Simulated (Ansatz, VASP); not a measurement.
**One calculation of MoS2, two programs**

```
CELL_PARAMETERS angstrom
3.16900 0.00000 0.00000
-1.58450 2.74443 0.00000
0.00000 0.00000 12.32400
ATOMIC_POSITIONS crystal
Mo 0.66667 0.33333 0.75000
Mo 0.33333 0.66667 0.25000
S 0.66667 0.33333 0.37700
S 0.33333 0.66667 0.87700
S 0.66667 0.33333 0.12300
S 0.33333 0.66667 0.62300
```

Alike in both runs: task relaxation of cell and atoms; functional BLYP; k mesh 10 × 10 × 3; occupations fermi-dirac, width 0.05 eV; no spin polarisation.

|  | VASP | Ansatz |
| --- | --- | --- |
| version | VASP 6.6.1 | Ansatz 0.2.0 |
| potentials or method | VASP PAW PBE potentials, release 64 (Mo_sv, S) | Ansatz PAW |
| plane-wave cutoff (eV) | 600 | 420 |
| valence electrons in the cell | 52 | 52 |

Ansatz gave:

```
relaxed volume (Å³/atom)                                                      : 29.45
relaxed length of the cell vector where the two differ most in proportion (Å) : 19.170
```

**Question.** Estimate VASP's values.

**Answer.** Relaxed volume (Å³/atom): 24.00; relaxed length of the cell vector where the two differ most in proportion (Å): 15.607.

VASP's potentials were made for PBE, not for BLYP. One of these differences is far larger than is usual between the two programs; its cause wasn't traced.

Noted on VASP's run: the volume moved by over 15 % at a fixed basis, so the end points are rough. Noted on Ansatz's run: the volume moved by over 15 % at a fixed basis, so the end points are rough; odd divisions of the mesh miss points on the zone boundary, where band edges often lie, so the gap on the mesh can be too wide; the plane-wave basis is chosen anew once the cell has moved, so the energies of steps on either side of that aren't comparable.
